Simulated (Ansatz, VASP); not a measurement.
**Al in VASP and in Ansatz**

```
Al
1.0
     0.00000    2.08470    1.99362
     2.08470    0.00000    1.99362
     2.08470    2.08470    0.00000
Al
1
Direct
  0.00000 0.00000 0.00000
```

Change from the starting cell: strain +0.030 along x and y, -0.015 along z, atoms carried along.

Alike in both runs: task single point; functional PBEsol; dispersion D3(BJ); k mesh 20 × 20 × 20; occupations gaussian, width 0.15 eV; no spin polarisation.

|  | VASP | Ansatz |
| --- | --- | --- |
| version | VASP 6.6.1 | Ansatz 0.2.0 |
| potentials or method | VASP PAW PBE potentials, release 64 (Al), cutoff 520 eV | scalar-relativistic, plane waves, PAW |
| valence electrons in the cell | 3 | 3 |

```tsv
	VASP	Ansatz	Ansatz less VASP
gap on the k mesh at the Fermi level (eV)	none	none	-
pressure (GPa)	-7.5	-7.6	-0.04
traceless stress, the component that is largest in VASP (GPa)	1.17	1.16	-0.002
```

VASP's potentials were made for PBE, not for PBEsol. A gap of «none» marks a metal or a gap that the smearing closes.
